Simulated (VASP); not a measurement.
The system is BN.

```
CELL_PARAMETERS angstrom
1.27566 0.73650 3.43909
-1.27566 0.73650 3.43909
0.00000 -1.47301 3.43909
ATOMIC_POSITIONS crystal
N 0.66724 0.66724 0.66724
B 0.00033 0.00033 0.00033
```

This cell differs from its parent crystal: volume scaled by 1.06.

Base run:

* Program: VASP 6.6.1
* Functional: PBEsol
* Potentials or basis: VASP PAW PBE potentials, release 64 (N, B)
* Cutoff: 520 eV
* k mesh: 12 × 12 × 12
* Occupations: fermi-dirac, width 0.05 eV
* Spin: no spin polarisation

Its results: band gap on the k mesh 4.11 eV, indirect (least direct gap 4.49 eV); pressure -11.7 GPa; largest force 0.007 eV/Å.

After a change of settings the same cell gave: band gap on the k mesh 4.02 eV, indirect (least direct gap 4.41 eV); pressure -16.1 GPa; largest force 0.006 eV/Å. Which change was it?
A. functional from PBEsol to r2SCAN
B. functional from PBEsol to LDA; potentials or basis from VASP PAW PBE potentials, release 64 (N, B) to VASP PAW LDA potentials, release 64 (N, B)
C. functional from PBEsol to PBE

B.

Caveats: the PAW data sets were made with another functional, which shifts forces and pressure a little (some runs).
